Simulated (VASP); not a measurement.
# Li (Im-3m) in VASP: settings compared

Aim: see how the results for Li move with the level of theory and the settings. Levels: r2SCAN, PBEsol, PBE. Tasks: single point.

All numbers are computed with VASP 6.6.1; they aren't measurements. Logs are shortened: lines on timing, memory, paths and dates and some standing lists are left out, and cuts for length are marked.

### 1 The cell of the first run

The structure is cubic, space group Im-3m (No. 229). The conventional cell has a = 3.476 Å, b = 3.476 Å, c = 3.476 Å, α = 90.00°, β = 90.00°, γ = 90.00°. Li (site symmetry m-3m) has 14 Li at 3.01 to 3.48 Å within 4.0 Å.

### 2 Single point, r2SCAN

The input, POSCAR:

```
Li
1.0
   -1.7377938021      1.7377938021      1.7377938021
    1.7377938021     -1.7377938021      1.7377938021
    1.7377938021      1.7377938021     -1.7377938021
Li
1
Direct
    0.0000000000      0.0000000000      0.0000000000
```

The input, INCAR.step1:

```
SYSTEM = Li
  PREC = Accurate
  ENCUT = 520
  ISMEAR = 1
  SIGMA = 0.1
  LREAL = .False.
  LASPH = .True.
  NELM = 100
  NBANDS = 8
  GGA = PE
  ALGO = Normal
  EDIFF = 1E-4
  LWAVE = .True.
  LCHARG = .False.
```

The input, INCAR.step2:

```
SYSTEM = Li
  PREC = Accurate
  ENCUT = 520
  EDIFF = 1E-7
  ISMEAR = 1
  SIGMA = 0.1
  LREAL = .False.
  LASPH = .True.
  NELM = 100
  ALGO = Normal
  ISIF = 2
  LWAVE = .False.
  LCHARG = .False.
  METAGGA = R2SCAN
  LMIXTAU = .True.
  NBANDS = 8
  ISTART = 1
```

The input, KPOINTS:

```
regular mesh
0
Gamma
  22 22 22
  0 0 0
```

Potentials or basis: VASP PAW PBE potentials, release 64 (Li_sv).

The run is started by

```bash
cat potpaw_PBE.64/Li_sv/POTCAR > POTCAR
cp INCAR.step1 INCAR
mpirun -np 1 vasp_std > vasp.out
cp INCAR.step2 INCAR
mpirun -np 1 vasp_std > vasp.out
```

OUTCAR:

```text
SYSTEM = Li
   PREC = Accurate
   ENCUT = 520
   EDIFF = 1E-7
   ISMEAR = 1
   LREAL = .False.
   LASPH = .True.
   NELM = 100
   ISIF = 2
   METAGGA = R2SCAN
   ISTART = 1

 ion  position               nearest neighbor table
   1  0.000  0.000  0.000-

  LATTYP: Found a body centered cubic cell.
 ALAT       =     3.4755876042

  Lattice vectors:

 A1 = (  -1.7377938021,   1.7377938021,   1.7377938021)
 A2 = (   1.7377938021,  -1.7377938021,   1.7377938021)
 A3 = (   1.7377938021,   1.7377938021,  -1.7377938021)

Analysis of symmetry for initial positions (statically):
=====================================================================
 Subroutine PRICEL returns:
 Original cell was already a primitive cell.

 Routine SETGRP: Setting up the symmetry group for a
 body centered cubic supercell.

 Subroutine GETGRP returns: Found 48 space group operations
 (whereof 48 operations were pure point group operations)
 out of a pool of 48 trial point group operations.

The static configuration has the point symmetry O_h .

Analysis of symmetry for dynamics (positions and initial velocities):
=====================================================================
 Subroutine PRICEL returns:
 Original cell was already a primitive cell.

 Routine SETGRP: Setting up the symmetry group for a
 body centered cubic supercell.

 Subroutine GETGRP returns: Found 48 space group operations
 (whereof 48 operations were pure point group operations)
 out of a pool of 48 trial point group operations.

The dynamic configuration has the point symmetry O_h .

 Subroutine INISYM returns: Found 48 space group operations
 (whereof 48 operations are pure point group operations),
 and found     1 'primitive' translations

----------------------------------------------------------------------------------------

                                     Primitive cell

  volume of cell :      20.9920

  direct lattice vectors                    reciprocal lattice vectors
    -1.737793802  1.737793802  1.737793802     0.000000000  0.287721132  0.287721132
     1.737793802 -1.737793802  1.737793802     0.287721132  0.000000000  0.287721132
     1.737793802  1.737793802 -1.737793802     0.287721132  0.287721132  0.000000000

  length of vectors
     3.009947158  3.009947158  3.009947158     0.406899127  0.406899127  0.406899127

[... 78 lines left out ...]
   EDIFF  = 0.1E-06   stopping-criterion for ELM
   LREAL  =      F    real-space projection
   EDIFFG = 0.1E-05   stopping-criterion for IOM
   NSW    =      0    number of steps for IOM
   IBRION =     -1    ionic relax: 0-MD 1-quasi-New 2-CG
   NFREE  =      0    steps in history (QN), initial steepest desc. (CG)
   ISIF   =      2    stress and relaxation
   ISYM   =      2    0-nonsym 1-usesym 2-fastsym
   POTIM  = 0.5000    time-step for ionic-motion
   TEBEG  =    0.0;   TEEND  =   0.0 temperature during run
   PSTRESS=    0.0 pullay stress
   NELECT =       3.0000    total number of electrons
   NUPDOWN=      -1.0000    fix difference up-down
   EMIN   =  10.00;   EMAX   =-10.00  energy-range for DOS
   EFERMI =   0.00;   METHOD = LEGACY
   ISMEAR =     1;   SIGMA  =   0.10  broadening in eV -4-tet -1-fermi 0-gaus
   EFERMI_NEDOS =   21; number of points for ismear=-14 and -15
   IALGO  =     38    algorithm
   IMIX   =      4    mixing-type and parameters
     AMIX     =   0.40;   BMIX     =  1.00
     AMIX_MAG =   1.60;   BMIX_MAG =  1.00
  volume/ion in A,a.u.               =      20.99       141.66
  Fermi-wavevector in a.u.,A,eV,Ry     =   0.855914  1.617444  9.967485  0.732589
  Thomas-Fermi vector in A             =   1.972736
   LORBIT       =      0    0 simple, 1 ext, 2 COOP (PROOUT), +10 PAW based schemes
   METAGGA = R2SCAN    functional components
   LHFCALC =     F    Hartree Fock is set to
   AEXX    =    0.0000 exact exchange contribution
   IVDW    =     0    specifies the selected vdW correction
   LEPSILON=     F    determine dielectric tensor
   LRPA    =     F    only Hartree local field effects (RPA)
 non-spin polarized calculation
 Methfessel and Paxton  Order N= 1 SIGMA  =   0.10
  energy-cutoff  :      520.00
  volume of cell :       20.99
 maximum number of plane-waves:       586
   NGX = 11   NGY = 11   NGZ = 11

 number of electron       2.9999991 magnetization

 Free energy of the ion-electron system (eV)
  ---------------------------------------------------
  ext. energy  EPLUGINS =         0.00000000
  ---------------------------------------------------
  free energy    TOTEN  =        -2.38163244 eV

  energy without entropy =       -2.38157883  energy(sigma->0) =       -2.38161457

 E-fermi :   0.5499     XC(G=0):  -7.3566

 val. band max:        0.5316736047   @ k =   0.3636   0.0909   0.0455
 cond. band min:       0.5558985224   @ k =   0.3182   0.1818   0.0000
 fundamental gap:      0.0242249176
 Fermi energy:         0.5498723842

 k-point     1 :       0.0000    0.0000    0.0000
  band No.  band energies     occupation
      1     -47.6047      2.00000
      2      -3.2729      2.00000
      3      16.4744      0.00000
      4      16.4759      0.00000
      5      16.4759      0.00000
      6      20.6373      0.00000
      7      20.6376      0.00000
      8      20.6376      0.00000
[... 243 lines left out ...]
 k-point    24 :       0.1364    0.0909    0.0000
  band No.  band energies     occupation
      1     -47.5987      2.00000
      2      -2.4748      2.00000
      3      12.1318      0.00000
      4      13.1046      0.00000
      5      14.5481      0.00000
      6      18.3182      0.00000
      7      18.4753      0.00000
      8      20.8853      0.00000

 [... further k-points ...]

------------------------ aborting loop because EDIFF is reached ----------------------------------------

  FORCE on cell =-STRESS in cart. coord.  units (eV):
  Direction    XX          YY          ZZ          XY          YZ          ZX
  --------------------------------------------------------------------------------------
  -------------------------------------------------------------------------------------
  Total       -0.0280073     -0.0280073     -0.0280073      0.0000000      0.0000000      0.0000000
  in kB       -2.1376030     -2.1376030     -2.1376030      0.0000000      0.0000000      0.0000000
  external PRESSURE =      -2.1376030 kB  Pullay stress =       0.0000000 kB

 VOLUME and BASIS-vectors are now :
 -----------------------------------------------------------------------------
  energy-cutoff  :      520.00
  volume of cell :       20.99
      direct lattice vectors                 reciprocal lattice vectors
    -1.737793802  1.737793802  1.737793802     0.000000000  0.287721132  0.287721132
     1.737793802 -1.737793802  1.737793802     0.287721132  0.000000000  0.287721132
     1.737793802  1.737793802 -1.737793802     0.287721132  0.287721132  0.000000000

 POSITION                                       TOTAL-FORCE (eV/Angst)
 -----------------------------------------------------------------------------------
      0.00000      0.00000      0.00000        -0.000000     -0.000000      0.000000
 -----------------------------------------------------------------------------------
    total drift:                                0.000000      0.000000     -0.000000

  FREE ENERGIE OF THE ION-ELECTRON SYSTEM (eV)
  ---------------------------------------------------
  free  energy   TOTEN  =        -2.3816324431 eV

  energy  without entropy=       -2.3815788308  energy(sigma->0) =       -2.38161457
```

OUTCAR.step1:

```text
SYSTEM = Li
   PREC = Accurate
   ENCUT = 520
   ISMEAR = 1
   LREAL = .False.
   LASPH = .True.
   NELM = 100
[... 480 lines left out ...]
 -----------------------------------------------------------------------------------
      0.00000      0.00000      0.00000         0.000000      0.000000     -0.000000
 -----------------------------------------------------------------------------------
    total drift:                                0.000000      0.000000     -0.000000

  FREE ENERGIE OF THE ION-ELECTRON SYSTEM (eV)
  ---------------------------------------------------
  free  energy   TOTEN  =        -1.9038928742 eV

  energy  without entropy=       -1.9038193733  energy(sigma->0) =       -1.90386837
```

Run time: 3.9 min. Hardware: 1 thread of Intel Xeon 8259CL, shared host; peak memory 0.17 GiB.

Results:

```yaml
Free_energy: -2.3816 eV
Band_gap_on_the_k_mesh: zero (an odd number of electrons rules out a gap without spin polarisation)
```

Caveat: the cutoff is under 1.25 times the usual one of these potentials, so pressure, stress and relaxed cells hold a basis-set (Pulay) error; the PAW data sets were made with another functional, which shifts forces and pressure a little.

### 3 Single point, PBEsol

This run uses another cell than the first one, of 21.25 Å³/atom.

The input, INCAR:

```
PREC = Accurate
ENCUT = 520
EDIFF = 1E-6
ISMEAR = 1
SIGMA = 0.1
LREAL = False
LASPH = True
NELM = 100
ALGO = Normal
ISIF = 2
LWAVE = False
LCHARG = False
GGA = PS
NBANDS = 8
```

The input, KPOINTS:

```
regular mesh
0
Gamma
  32 32 32
```

The input, POSCAR:

```
Li
1.0
   -1.7450000000      1.7450000000      1.7450000000
    1.7450000000     -1.7450000000      1.7450000000
    1.7450000000      1.7450000000     -1.7450000000
Li
1
Direct
    0.0000000000      0.0000000000      0.0000000000
```

Potentials or basis: VASP PAW PBE potentials, release 64 (Li_sv).

The run is started by

```bash
cat potpaw_PBE.64/Li_sv/POTCAR > POTCAR
mpirun -np 1 vasp_std > vasp.out
```

Run time: 62 s. Hardware: 1 thread of Intel Xeon 8259CL, shared host; peak memory 0.23 GiB.

It converged, with:

```yaml
Free_energy: -1.9639 eV
Band_gap_on_the_k_mesh: zero (an odd number of electrons rules out a gap without spin polarisation)
```

Levels at points of the mesh, in eV from the Fermi level:
| k point | band 1 | band 2 | band 3 | band 4 | band 5 |
| --- | --- | --- | --- | --- | --- |
| (0.00, 0.00, 0.00) | -46.01 | -3.51 | 14.13 | 14.13 | 14.13 |
| (0.50, 0.00, 0.00) | -46.00 | 0.24 | 3.09 | 10.03 | 11.46 |
| (0.50, 0.50, 0.50) | -45.98 | 5.34 | 5.34 | 5.34 | 7.54 |

Caveat: the cutoff is under 1.25 times the usual one of these potentials, so pressure, stress and relaxed cells hold a basis-set (Pulay) error; the PAW data sets were made with another functional, which shifts forces and pressure a little.

### 4 Single point, PBEsol

This run uses another cell than the first one, of 20.21 Å³/atom.

The input, INCAR:

```
SYSTEM = Li
PREC = Accurate ; ENCUT = 520
EDIFF = 1E-7 ; ISMEAR = 1
SIGMA = 0.1 ; LREAL = .FALSE.
LASPH = .TRUE. ; NELM = 100
ALGO = Normal ; ISIF = 2
LWAVE = .FALSE. ; LCHARG = .FALSE.
GGA = PS ; NBANDS = 8
```

The input, KPOINTS:

```
regular mesh
0
G
  33 33 33
  0 0 0
```

The input, POSCAR:

```
Li
1.0
   -1.7159707500      1.7159707500      1.7159707500
    1.7159707500     -1.7159707500      1.7159707500
    1.7159707500      1.7159707500     -1.7159707500
Li
1
Direct
    0.0000000000      0.0000000000      0.0000000000
```

The run is started by

```bash
cat potpaw_PBE.64/Li_sv/POTCAR > POTCAR
mpirun -np 1 vasp_std > vasp.out
```

Wall time 1.8 min (1 thread of Intel Xeon 8259CL, shared host); peak memory 0.23 GiB.

Results (log left out):

| Quantity | Value |
| --- | --- |
| Free energy | -1.9658 eV |
| Band gap on the k mesh | zero (an odd number of electrons rules out a gap without spin polarisation) |

Levels at points of the mesh, in eV from the Fermi level:
| k point | band 1 | band 2 | band 3 | band 4 |
| --- | --- | --- | --- | --- |
| (0.00, 0.00, 0.00) | -45.92 | -3.57 | 14.64 | 14.64 |

Caveat: the cutoff is under 1.25 times the usual one of these potentials, so pressure, stress and relaxed cells hold a basis-set (Pulay) error; the PAW data sets were made with another functional, which shifts forces and pressure a little.

### 5 Single point, PBE

This run uses another cell than the first one, of 20.22 Å³/atom.

Edit INCAR of step 4 so:

```diff
@@ -7,2 +7,2 @@
 LWAVE = .FALSE. ; LCHARG = .FALSE.
-GGA = PS ; NBANDS = 8
+GGA = PE ; NBANDS = 8
```

KPOINTS is that of step 4.

The input, POSCAR:

```
Li
1.0
   -1.7161627220      1.7161627220      1.7161627220
    1.7161627220     -1.7161627220      1.7161627220
    1.7161627220      1.7161627220     -1.7161627220
Li
1
Direct
    0.0000000000      0.0000000000      0.0000000000
```

Potentials or basis: VASP PAW PBE potentials, release 64 (Li_sv).

The run is started by

```bash
cat potpaw_PBE.64/Li_sv/POTCAR > POTCAR
mpirun -np 1 vasp_std > vasp.out
```

OUTCAR:

```text
SYSTEM = Li
   PREC = Accurate
   ENCUT = 520
   EDIFF = 1E-7
   ISMEAR = 1
   LREAL = .FALSE.
   LASPH = .TRUE.
   NELM = 100
   ISIF = 2
   GGA = PE

 ion  position               nearest neighbor table
   1  0.000  0.000  0.000-

  LATTYP: Found a body centered cubic cell.
 ALAT       =     3.4323254440

  Lattice vectors:

 A1 = (  -1.7161627220,   1.7161627220,   1.7161627220)
 A2 = (   1.7161627220,  -1.7161627220,   1.7161627220)
 A3 = (   1.7161627220,   1.7161627220,  -1.7161627220)

Analysis of symmetry for initial positions (statically):
=====================================================================
 Subroutine PRICEL returns:
 Original cell was already a primitive cell.

 Routine SETGRP: Setting up the symmetry group for a
 body centered cubic supercell.

 Subroutine GETGRP returns: Found 48 space group operations
 (whereof 48 operations were pure point group operations)
 out of a pool of 48 trial point group operations.

The static configuration has the point symmetry O_h .

Analysis of symmetry for dynamics (positions and initial velocities):
=====================================================================
 Subroutine PRICEL returns:
 Original cell was already a primitive cell.

 Routine SETGRP: Setting up the symmetry group for a
 body centered cubic supercell.

 Subroutine GETGRP returns: Found 48 space group operations
 (whereof 48 operations were pure point group operations)
 out of a pool of 48 trial point group operations.

The dynamic configuration has the point symmetry O_h .

 Subroutine INISYM returns: Found 48 space group operations
 (whereof 48 operations are pure point group operations),
 and found     1 'primitive' translations

----------------------------------------------------------------------------------------

                                     Primitive cell
[... 109 lines left out ...]
     AMIX_MAG =   1.60;   BMIX_MAG =  1.00
  volume/ion in A,a.u.               =      20.22       136.44
  Fermi-wavevector in a.u.,A,eV,Ry     =   0.866703  1.637831 10.220336  0.751173
  Thomas-Fermi vector in A             =   1.985130
   LORBIT       =      0    0 simple, 1 ext, 2 COOP (PROOUT), +10 PAW based schemes
   GGA     = PE    functional components
   LHFCALC =     F    Hartree Fock is set to
   AEXX    =    0.0000 exact exchange contribution
   IVDW    =     0    specifies the selected vdW correction
   LEPSILON=     F    determine dielectric tensor
   LRPA    =     F    only Hartree local field effects (RPA)
 non-spin polarized calculation
 Methfessel and Paxton  Order N= 1 SIGMA  =   0.10
  energy-cutoff  :      520.00
  volume of cell :       20.22
 maximum number of plane-waves:       564
   NGX = 11   NGY = 11   NGZ = 11

 number of electron       3.0000001 magnetization

 Free energy of the ion-electron system (eV)
  ---------------------------------------------------
  ext. energy  EPLUGINS =         0.00000000
  ---------------------------------------------------
  free energy    TOTEN  =        -1.90464970 eV

  energy without entropy =       -1.90472194  energy(sigma->0) =       -1.90467378

 E-fermi :   0.6470     XC(G=0):  -7.0504

 val. band max:        0.6463037072   @ k =  -0.3030   0.3030   0.3030
 cond. band min:       0.6515727722   @ k =  -0.3636   0.4848   0.0303
 fundamental gap:      0.0052690650
 Fermi energy:         0.6470127749

 k-point     1 :       0.0000    0.0000    0.0000
  band No.  band energies     occupation
      1     -45.8921      2.00000
      2      -2.9314      2.00000
      3      15.2643      0.00000
      4      15.2643      0.00000
      5      15.2644      0.00000
      6      20.0410      0.00000
      7      20.0410      0.00000
      8      20.0410      0.00000
[... 243 lines left out ...]
 k-point    24 :       0.2121    0.0303    0.0000
  band No.  band energies     occupation
      1     -45.8836      2.00000
      2      -1.9395      2.00000
      3      10.0655      0.00000
      4      12.6301      0.00000
      5      13.7103      0.00000
      6      16.3864      0.00000
      7      17.3822      0.00000
      8      20.1618      0.00000

 [... further k-points ...]

------------------------ aborting loop because EDIFF is reached ----------------------------------------

  FORCE on cell =-STRESS in cart. coord.  units (eV):
  Direction    XX          YY          ZZ          XY          YZ          ZX
  --------------------------------------------------------------------------------------
  -------------------------------------------------------------------------------------
  Total       -0.0065351     -0.0065351     -0.0065351      0.0000000     -0.0000000      0.0000000
  in kB       -0.5178802     -0.5178802     -0.5178802      0.0000000     -0.0000000      0.0000000
  external PRESSURE =      -0.5178802 kB  Pullay stress =       0.0000000 kB

 VOLUME and BASIS-vectors are now :
 -----------------------------------------------------------------------------
  energy-cutoff  :      520.00
  volume of cell :       20.22
      direct lattice vectors                 reciprocal lattice vectors
    -1.716162722  1.716162722  1.716162722     0.000000000  0.291347664  0.291347664
     1.716162722 -1.716162722  1.716162722     0.291347664  0.000000000  0.291347664
     1.716162722  1.716162722 -1.716162722     0.291347664  0.291347664  0.000000000

 POSITION                                       TOTAL-FORCE (eV/Angst)
 -----------------------------------------------------------------------------------
      0.00000      0.00000      0.00000         0.000000      0.000000      0.000000
 -----------------------------------------------------------------------------------
    total drift:                                0.000000      0.000000     -0.000000

  FREE ENERGIE OF THE ION-ELECTRON SYSTEM (eV)
  ---------------------------------------------------
  free  energy   TOTEN  =        -1.9046496976 eV

  energy  without entropy=       -1.9047219400  energy(sigma->0) =       -1.90467378
```

stdout:

```text
POSCAR found type information on POSCAR Li
 POSCAR found :  1 types and       1 ions
 scaLAPACK will be used
 LDA part: xc-table for (Slater+PW92), standard interpolation
 POSCAR, INCAR and KPOINTS ok, starting setup
 FFT: planning ... GRIDC
 FFT: planning ... GRID_SOFT
 FFT: planning ... GRID
 WAVECAR not read
 entering main loop
```

Wall time 1.8 min (1 thread of Intel Xeon 8259CL, shared host); peak memory 0.23 GiB.

Results:

```
Free energy            : -1.9046 eV
Band gap on the k mesh : zero (an odd number of electrons rules out a gap without spin polarisation)
```

Caveat: the cutoff is under 1.25 times the usual one of these potentials, so pressure, stress and relaxed cells hold a basis-set (Pulay) error.

### 6 Overview

| level | cell | k mesh | gap on the mesh (eV) |
| --- | --- | --- | --- |
| r2SCAN | a = 3.010 Å, angles 109.5°, 1 atom | 22 × 22 × 22 | none |
| PBEsol | a = 3.022 Å, angles 109.5°, 1 atom | 32 × 32 × 32 | none |
| PBEsol | a = 2.972 Å, angles 109.5°, 1 atom | 33 × 33 × 33 | none |
| PBE | a = 2.972 Å, angles 109.5°, 1 atom | 33 × 33 × 33 | none |

Alike in all rows: task single point; potentials or basis VASP PAW PBE potentials, release 64 (Li_sv); no spin polarisation; cutoff (eV) 520; smearing methfessel-paxton 0.1 eV.

Caveats: the cutoff is under 1.25 times the usual one of these potentials, so pressure, stress and relaxed cells hold a basis-set (Pulay) error; the PAW data sets were made with another functional, which shifts forces and pressure a little (at least some runs).

Absolute energies hang on the potentials; compare differences alone.
